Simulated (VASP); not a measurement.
# Si in VASP: notebook

Si is run at these levels: r2SCAN; tasks: dielectric tensor.

Everything below comes from runs of VASP 6.6.1. Logs are shortened: lines on timing, memory, paths and dates and some standing lists are left out, and cuts for length are marked.

### Step 1. The cell of the first run

Symmetry: Fd-3m, No. 227, cubic system. The conventional cell has a = 5.444 Å, b = 5.444 Å, c = 5.444 Å, α = 90.00°, β = 90.00°, γ = 90.00°. Si (site symmetry -43m) has 4 Si at 2.36 Å within 3.1 Å.

### Step 2. Dielectric tensor, r2SCAN

Input file INCAR:

```
SYSTEM = Si
ALGO = Normal ; EDIFF = 1E-8
ENCUT = 520 ; ISIF = 2
ISMEAR = 0 ; LASPH = .True.
LCALCEPS = .True. ; LCHARG = .False.
LMIXTAU = .True. ; LREAL = .False.
LWAVE = .False. ; METAGGA = R2SCAN
NELM = 80 ; PREC = Accurate
SIGMA = 0.01
```

Input file KPOINTS:

```
k-points
0
Gamma
  6 6 6
  0 0 0
```

Input file POSCAR:

```
Si
1.0
    0.0000000000      2.7221188956      2.7221188956
    2.7221188956      0.0000000000      2.7221188956
    2.7221188956      2.7221188956      0.0000000000
Si
2
Direct
    0.0000000000      0.0000000000      0.0000000000
    0.2500000000      0.2500000000      0.2500000000
```

Potentials or basis: VASP PAW PBE potentials, release 64 (Si).

The run is started by

```console
$ cat potpaw_PBE.64/Si/POTCAR > POTCAR
$ mpirun -np 1 vasp_std > vasp.out
```

OUTCAR:

```text
SYSTEM = Si
   EDIFF = 1E-8
   ENCUT = 520
   ISIF = 2
   ISMEAR = 0
   LASPH = .True.
   LREAL = .False.
   METAGGA = R2SCAN
   NELM = 80
   PREC = Accurate

 ion  position               nearest neighbor table
   1  0.000  0.000  0.000-   2 2.36   2 2.36   2 2.36   2 2.36
   2  0.250  0.250  0.250-   1 2.36   1 2.36   1 2.36   1 2.36

  LATTYP: Found a face centered cubic cell.
 ALAT       =     5.4442377912

  Lattice vectors:

 A1 = (   0.0000000000,   2.7221188956,   2.7221188956)
 A2 = (   2.7221188956,   0.0000000000,   2.7221188956)
 A3 = (   2.7221188956,   2.7221188956,   0.0000000000)

Analysis of symmetry for initial positions (statically):
=====================================================================
 Subroutine PRICEL returns:
 Original cell was already a primitive cell.

 Routine SETGRP: Setting up the symmetry group for a
 face centered cubic supercell.

 Subroutine GETGRP returns: Found 48 space group operations
 (whereof 24 operations were pure point group operations)
 out of a pool of 48 trial point group operations.

The static configuration has the point symmetry T_d .
 The point group associated with its full space group is O_h .

Analysis of symmetry for dynamics (positions and initial velocities):
=====================================================================
 Subroutine PRICEL returns:
 Original cell was already a primitive cell.

 Routine SETGRP: Setting up the symmetry group for a
 face centered cubic supercell.

 Subroutine GETGRP returns: Found 48 space group operations
 (whereof 24 operations were pure point group operations)
 out of a pool of 48 trial point group operations.

The dynamic configuration has the point symmetry T_d .
 The point group associated with its full space group is O_h .

 Subroutine INISYM returns: Found 48 space group operations
 (whereof 24 operations are pure point group operations),
 and found     1 'primitive' translations

----------------------------------------------------------------------------------------

                                     Primitive cell

  volume of cell :      40.3414

  direct lattice vectors                    reciprocal lattice vectors
     0.000000000  2.722118896  2.722118896    -0.183680441  0.183680441  0.183680441
     2.722118896  0.000000000  2.722118896     0.183680441 -0.183680441  0.183680441
     2.722118896  2.722118896  0.000000000     0.183680441  0.183680441 -0.183680441

  length of vectors
     3.849657461  3.849657461  3.849657461     0.318143857  0.318143857  0.318143857

  position of ions in fractional coordinates (direct lattice)
     0.000000000  0.000000000  0.000000000
     0.250000000  0.250000000  0.250000000

  ion indices of the primitive-cell ions
   primitive index   ion index
                 1           1
                 2           2

----------------------------------------------------------------------------------------

 KPOINTS: k-points

Automatic generation of k-mesh.
 Grid dimensions read from file:
 generate k-points for:    6    6    6

 Generating k-lattice:

  Cartesian coordinates                     Fractional coordinates (reciprocal lattice)
    -0.030613407  0.030613407  0.030613407     0.166666667  0.000000000  0.000000000
     0.030613407 -0.030613407  0.030613407     0.000000000  0.166666667  0.000000000
     0.030613407  0.030613407 -0.030613407     0.000000000  0.000000000  0.166666667

  Length of vectors
     0.053023976  0.053023976  0.053023976

  Shift w.r.t. Gamma in fractional coordinates (k-lattice)
     0.000000000  0.000000000  0.000000000

 Subroutine IBZKPT returns following result:
 ===========================================

 Found     16 irreducible k-points:

 Following reciprocal coordinates:
            Coordinates               Weight
  0.000000  0.000000  0.000000      1.000000
  0.166667  0.000000  0.000000      8.000000
  0.333333  0.000000  0.000000      8.000000
  0.500000  0.000000  0.000000      4.000000
  0.166667  0.166667  0.000000      6.000000
  0.333333  0.166667  0.000000     24.000000
[... 8 lines left out ...]
 -0.333333  0.333333  0.166667     24.000000
 -0.333333  0.500000  0.166667     12.000000
   k-points           NKPTS =     16   k-points in BZ     NKDIM =     16   number of bands    NBANDS=      8
   number of dos      NEDOS =    301   number of ions     NIONS =      2
   total plane-waves  NPLWV =  27000
   dimension x,y,z NGX =    30 NGY =   30 NGZ =   30
   dimension x,y,z NGXF=    60 NGYF=   60 NGZF=   60
   ions per type =               2
   NGX,Y,Z   is equivalent  to a cutoff of  12.96, 12.96, 12.96 a.u.
   NGXF,Y,Z  is equivalent  to a cutoff of  25.91, 25.91, 25.91 a.u.
 SYSTEM =  Si
   PREC   = accura    normal or accurate (medium, high low for compatibility)
   ISTART =      0    job   : 0-new  1-cont  2-samecut
   ICHARG =      2    charge: 1-file 2-atom 10-const
   ISPIN  =      1    spin polarized calculation?
   LNONCOLLINEAR =      F non collinear calculations
   LSORBIT =      F    spin-orbit coupling
   LASPH  =      T    aspherical Exc in radial PAW
   ENCUT  =  520.0 eV  38.22 Ry    6.18 a.u.   7.16  7.16  7.16*2*pi/ulx,y,z
   NELM   =     80;   NELMIN=  2; NELMDL= -5     # of ELM steps
   EDIFF  = 0.1E-07   stopping-criterion for ELM
   LREAL  =      F    real-space projection
   EDIFFG = 0.1E-06   stopping-criterion for IOM
   NSW    =      0    number of steps for IOM
   IBRION =     -1    ionic relax: 0-MD 1-quasi-New 2-CG
   NFREE  =      0    steps in history (QN), initial steepest desc. (CG)
   ISIF   =      2    stress and relaxation
   ISYM   =      2    0-nonsym 1-usesym 2-fastsym
   POTIM  = 0.5000    time-step for ionic-motion
   TEBEG  =    0.0;   TEEND  =   0.0 temperature during run
   PSTRESS=    0.0 pullay stress
   NELECT =       8.0000    total number of electrons
   NUPDOWN=      -1.0000    fix difference up-down
   EMIN   =  10.00;   EMAX   =-10.00  energy-range for DOS
   EFERMI =   0.00;   METHOD = LEGACY
   ISMEAR =     0;   SIGMA  =   0.01  broadening in eV -4-tet -1-fermi 0-gaus
   EFERMI_NEDOS =   21; number of points for ismear=-14 and -15
   IALGO  =     38    algorithm
   IMIX   =      4    mixing-type and parameters
     AMIX     =   0.40;   BMIX     =  1.00
     AMIX_MAG =   1.60;   BMIX_MAG =  1.00
  volume/ion in A,a.u.               =      20.17       136.12
  Fermi-wavevector in a.u.,A,eV,Ry     =   0.954672  1.804069 12.400344  0.911400
  Thomas-Fermi vector in A             =   2.083440
   LORBIT       =      0    0 simple, 1 ext, 2 COOP (PROOUT), +10 PAW based schemes
   METAGGA = R2SCAN    functional components
   LHFCALC =     F    Hartree Fock is set to
   AEXX    =    0.0000 exact exchange contribution
   IVDW    =     0    specifies the selected vdW correction
   LEPSILON=     F    determine dielectric tensor
   LRPA    =     F    only Hartree local field effects (RPA)
   LRPA       =     F
 non-spin polarized calculation
 Gauss-broadening in eV      SIGMA  =   0.01
  energy-cutoff  :      520.00
  volume of cell :       40.34
 maximum number of plane-waves:      1106
 NGX is ok and might be reduce to    30
   NGX = 15   NGY = 15   NGZ = 15

 Total electronic dipole moment: p[elc]=(     0.00000    -0.00000    -0.00000 ) |e| Angst

 number of electron       8.0000001 magnetization

 Free energy of the ion-electron system (eV)
  ---------------------------------------------------
  ext. energy  EPLUGINS =         0.00000000
  ---------------------------------------------------
  free energy    TOTEN  =       -17.52908093 eV

  energy without entropy =      -17.52908093  energy(sigma->0) =      -17.52908093

 E-fermi :   5.7490     XC(G=0):  -9.8217

 val. band max:        5.6684744938   @ k =   0.0000   0.0000   0.0000
 cond. band min:   10000.0000000000   @ k =   0.0000   0.0000   0.0000
 fundamental gap:   9994.3315255062
 Fermi energy:         5.7490327096

 k-point     1 :       0.0000    0.0000    0.0000
  band No.  band energies     occupation
      1      -6.8051      2.00000
      2       5.6684      2.00000
      3       5.6684      2.00000
      4       5.6685      2.00000
      5   10000.0000      0.00000
      6   10000.0000      0.00000
      7   10000.0000      0.00000
      8   10000.0000      0.00000
[... 243 lines left out ...]
 k-point    24 :       0.0000    0.3333    0.1667
  band No.  band energies     occupation
      1      -5.4459      2.00000
      2       1.0806      2.00000
      3       3.6126      2.00000
      4       3.8374      2.00000
      5   10000.0000      0.00000
      6   10000.0000      0.00000
      7   10000.0000      0.00000
      8   10000.0000      0.00000

 [... further k-points ...]

------------------------ aborting loop because EDIFF is reached ----------------------------------------

            Ionic dipole moment: p[ion]=(     5.44424     5.44424     5.44424 ) |e| Angst

 Total electronic dipole moment: p[elc]=(     0.00007     0.00007     0.02278 ) |e| Angst

 MACROSCOPIC STATIC DIELECTRIC TENSOR (including local field effects)
 ------------------------------------------------------
          11.220223    -0.000000     0.000000
          -0.000000    11.220223    -0.000000
          -0.000000    -0.000000    11.220223
 ------------------------------------------------------

 PIEZOELECTRIC TENSOR (including local field effects) (e Angst)
          XX          YY          ZZ          XY          YZ          ZX
  --------------------------------------------------------------------------------
  x     0.00000    -0.00000    -0.00000    -0.00000    -0.00000     0.00000
  y    -0.00000     0.00000    -0.00000     0.00000     0.00000     0.00000
  z     0.00000     0.00000     0.00000    -0.00000     0.00000     0.00000

 PIEZOELECTRIC TENSOR (including local field effects) (C/m^2)
          XX          YY          ZZ          XY          YZ          ZX
  --------------------------------------------------------------------------------
  x     0.00000    -0.00000    -0.00000    -0.00000    -0.00000     0.00000
  y    -0.00000     0.00000    -0.00000     0.00000     0.00000     0.00000
  z     0.00000     0.00000     0.00000    -0.00000     0.00000     0.00000

 BORN EFFECTIVE CHARGES (including local field effects) (in |e|, cummulative output)
 ---------------------------------------------------------------------------------
 ion    1
    1     0.00000     0.00000     0.00000
    2     0.00000    -0.00000     0.00000
    3     0.00000     0.00000     0.00000
 ion    2
    1    -0.00000    -0.00000    -0.00000
    2     0.00000     0.00000    -0.00000
    3    -0.00000     0.00000    -0.00000

  FORCE on cell =-STRESS in cart. coord.  units (eV):
  Direction    XX          YY          ZZ          XY          YZ          ZX
  --------------------------------------------------------------------------------------
  -------------------------------------------------------------------------------------
  Total       -0.0432664     -0.0432664     -0.0432664      0.0000000      0.0000000     -0.0000000
  in kB       -1.7183458     -1.7183458     -1.7183458      0.0000000      0.0000000     -0.0000000
  external PRESSURE =      -1.7183458 kB  Pullay stress =       0.0000000 kB

 VOLUME and BASIS-vectors are now :
 -----------------------------------------------------------------------------
  energy-cutoff  :      520.00
  volume of cell :       40.34
      direct lattice vectors                 reciprocal lattice vectors
     0.000000000  2.722118896  2.722118896    -0.183680441  0.183680441  0.183680441
     2.722118896  0.000000000  2.722118896     0.183680441 -0.183680441  0.183680441
     2.722118896  2.722118896  0.000000000     0.183680441  0.183680441 -0.183680441

 POSITION                                       TOTAL-FORCE (eV/Angst)
 -----------------------------------------------------------------------------------
      0.00000      0.00000      0.00000        -0.000000      0.000000      0.000000
      1.36106      1.36106      1.36106         0.000000     -0.000000     -0.000000
 -----------------------------------------------------------------------------------
    total drift:                               -0.000000     -0.000000     -0.000000

  FREE ENERGIE OF THE ION-ELECTRON SYSTEM (eV)
  ---------------------------------------------------
  free  energy   TOTEN  =       -17.5290809276 eV

  energy  without entropy=      -17.5290809276  energy(sigma->0) =      -17.52908093
```

It took 18 min on 1 thread of Intel Xeon Platinum 8124M at 3.00GHz (Skylake/Cascade Lake), shared host; peak memory 0.24 GiB.

What came out:

```yaml
Band_gap_on_the_k_mesh: 0.93 eV (least direct gap 2.75 eV)
Electronic_dielectric_tensor_diagonal: 11.22
Born_charges_mean_of_the_diagonal: Si +0.00 e
```

Electronic dielectric tensor:
```
11.22  0.00  0.00
 0.00 11.22  0.00
 0.00  0.00 11.22
```

Born effective charge tensors (e):
atom 1, Si
```
0.00 0.00 0.00
0.00 0.00 0.00
0.00 0.00 0.00
```
atom 2, Si
```
0.00 0.00 0.00
0.00 0.00 0.00
0.00 0.00 0.00
```

Dipole moments of the cell (e·Å, modulo the quantum): ionic 5.444, 5.444, 5.444; electronic 0.000, 0.000, 0.023

Caveat: the PAW data sets were made with another functional, which shifts forces and pressure a little. A k mesh can miss the band edges.

### Step 3. Dielectric tensor, r2SCAN (epitaxial 111 strain -2.0%)

Input file INCAR:

```
ALGO = Normal
EDIFF = 1E-8
ENCUT = 520
ISIF = 2
ISMEAR = 0
LASPH = True
LCALCEPS = True
LCHARG = False
LMIXTAU = True
LREAL = False
LWAVE = False
METAGGA = R2SCAN
NELM = 100
PREC = Accurate
SIGMA = 0.01
```

Input file KPOINTS:

```
k-points
0
Gamma
  6 6 6
```

Input file POSCAR:

```
Si
1.0
    0.0520705001      2.7197470178      2.7197470178
    2.7197470178      0.0520705001      2.7197470178
    2.7197470178      2.7197470178      0.0520705001
Si
2
Direct
    0.0012620269      0.0012620269      0.0012620269
    0.2487379731      0.2487379731      0.2487379731
```

Potentials or basis: VASP PAW PBE potentials, release 64 (Si).

The run is started by

```console
$ cat potpaw_PBE.64/Si/POTCAR > POTCAR
$ mpirun -np 1 vasp_std > vasp.out
```

OUTCAR:

```text
EDIFF = 1E-8
   ENCUT = 520
   ISIF = 2
   ISMEAR = 0
   LASPH = True
   LREAL = False
   METAGGA = R2SCAN
   NELM = 100
   PREC = Accurate

 ion  position               nearest neighbor table
   1  0.001  0.001  0.001-   2 2.33   2 2.33   2 2.33   2 2.35
   2  0.249  0.249  0.249-   1 2.33   1 2.33   1 2.33   1 2.35

  LATTYP: Found a trigonal (rhomboedric) cell.
 ALAT       =     3.8466555628
 COS(alpha) =     0.5190502194

  Lattice vectors:

 A1 = (   0.0520705001,   2.7197470178,   2.7197470178)
 A2 = (   2.7197470178,   0.0520705001,   2.7197470178)
 A3 = (   2.7197470178,   2.7197470178,   0.0520705001)

Analysis of symmetry for initial positions (statically):
=====================================================================
 Subroutine PRICEL returns:
 Original cell was already a primitive cell.

 Routine SETGRP: Setting up the symmetry group for a
 trigonal (rhombohedral) supercell.

[... 462 lines left out ...]
  y     0.00000    -0.00000     0.00000    -0.00000    -0.00000    -0.00000
  z     0.00000     0.00000     0.00000     0.00000     0.00000    -0.00000

 PIEZOELECTRIC TENSOR (including local field effects) (C/m^2)
          XX          YY          ZZ          XY          YZ          ZX
  --------------------------------------------------------------------------------
  x     0.00000    -0.00000    -0.00000     0.00000     0.00000     0.00000
  y     0.00000    -0.00000     0.00000    -0.00000    -0.00000    -0.00000
  z     0.00000     0.00000     0.00000     0.00000     0.00000    -0.00000

 BORN EFFECTIVE CHARGES (including local field effects) (in |e|, cummulative output)
 ---------------------------------------------------------------------------------
 ion    1
    1     0.00000     0.00000     0.00000
    2     0.00000     0.00000     0.00000
    3     0.00000     0.00000     0.00000
 ion    2
    1    -0.00000    -0.00000     0.00000
    2    -0.00000    -0.00000     0.00000
    3     0.00000     0.00000     0.00000

  FORCE on cell =-STRESS in cart. coord.  units (eV):
  Direction    XX          YY          ZZ          XY          YZ          ZX
  --------------------------------------------------------------------------------------
  -------------------------------------------------------------------------------------
  Total        0.7597883      0.7597883      0.7597883     -0.4020267     -0.4020267     -0.4020267
  in kB       31.1487598     31.1487598     31.1487598    -16.4817418    -16.4817418    -16.4817418
  external PRESSURE =      31.1487598 kB  Pullay stress =       0.0000000 kB

 VOLUME and BASIS-vectors are now :
 -----------------------------------------------------------------------------
  energy-cutoff  :      520.00
  volume of cell :       39.08
      direct lattice vectors                 reciprocal lattice vectors
     0.052070500  2.719747018  2.719747018    -0.189206206  0.185651837  0.185651837
     2.719747018  0.052070500  2.719747018     0.185651837 -0.189206206  0.185651837
     2.719747018  2.719747018  0.052070500     0.185651837  0.185651837 -0.189206206

 POSITION                                       TOTAL-FORCE (eV/Angst)
 -----------------------------------------------------------------------------------
      0.00693      0.00693      0.00693        -0.004850     -0.004850     -0.004850
      1.36596      1.36596      1.36596         0.004850      0.004850      0.004850
 -----------------------------------------------------------------------------------
    total drift:                                0.000000      0.000000      0.000000

  FREE ENERGIE OF THE ION-ELECTRON SYSTEM (eV)
  ---------------------------------------------------
  free  energy   TOTEN  =       -17.5061941994 eV

  energy  without entropy=      -17.5061941994  energy(sigma->0) =      -17.50619420
```

Wall time 32 min (1 thread of Intel Xeon 8259CL, shared host); peak memory 0.25 GiB.

What came out:

```
Band gap on the k mesh                  : 0.61 eV (least direct gap 2.37 eV)
Electronic dielectric tensor (diagonal) : 11.20
Born charges (mean of the diagonal)     : Si +0.00 e
```

Levels at points of the mesh, in eV from the valence-band top:
```tsv
k point	band 1	band 2	band 3	band 4	band 5	band 6	band 7	band 8
(0.00, 0.00, 0.00)	-12.81	-0.31	0.00	0.00	2.37	2.78	2.78	4.26
(0.50, 0.00, 0.00)	-10.24	-7.47	-1.53	-1.38	1.76	3.35	3.51	8.19
(0.50, 0.50, 0.00)	-8.38	-8.31	-3.31	-3.05	0.61	0.92	10.89	11.01
(0.50, 0.50, 0.50)	-10.44	-7.55	-1.22	-1.22	2.19	3.61	3.61	8.51
```

Electronic dielectric tensor:
```
11.20  0.17  0.17
 0.17 11.20  0.17
 0.17  0.17 11.20
```

Born effective charge tensors (e):
atom 1, Si
```
0.00 0.00 0.00
0.00 0.00 0.00
0.00 0.00 0.00
```
atom 2, Si
```
0.00 0.00 0.00
0.00 0.00 0.00
0.00 0.00 0.00
```

Dipole moments of the cell (e·Å, modulo the quantum): ionic 5.492, 5.492, 5.492; electronic 0.000, 0.000, 0.022

Caveat: the cell differs from its parent crystal (epitaxial 111 strain -2.0%); the gap is small at this level, which inflates the dielectric constant; the PAW data sets were made with another functional, which shifts forces and pressure a little. A k mesh can miss the band edges.

The gap in the log of VASP goes by the Fermi energy; the results here count the filled bands.